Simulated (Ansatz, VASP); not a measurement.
**Two plane-wave programs on Cu**

```
Cu
1.0
    -1.44279    1.44279    1.37608
     1.44279   -1.44279    1.37608
     1.44279    1.44279   -1.37608
Cu
1
Direct
  0.00000 0.00000 0.00000
```

Alike in both runs: task single point; functional PBEsol; k mesh 15 × 15 × 15; occupations fermi-dirac, width 0.2 eV; no spin polarisation.

|  | VASP | Ansatz |
| --- | --- | --- |
| version | VASP 6.6.1 | Ansatz 0.2.0 |
| potentials or method | VASP PAW PBE potentials, release 64 (Cu), cutoff 520 eV | plane waves, PAW |
| valence electrons in the cell | 11 | 19 |

|  | VASP | Ansatz | Ansatz less VASP |
| --- | --- | --- | --- |
| pressure (GPa) | -0.5 | -1.3 | -0.72 |
| traceless stress, the component that is largest in VASP (GPa) | -0.10 | -0.11 | -0.008 |

VASP's potentials were made for PBE, not for PBEsol. The functional is the same, so the differences come from potentials, cutoffs and numerics. VASP's potentials hold 11 valence electrons a cell and Ansatz's 19, so a difference there can come from the potentials and not from the codes.
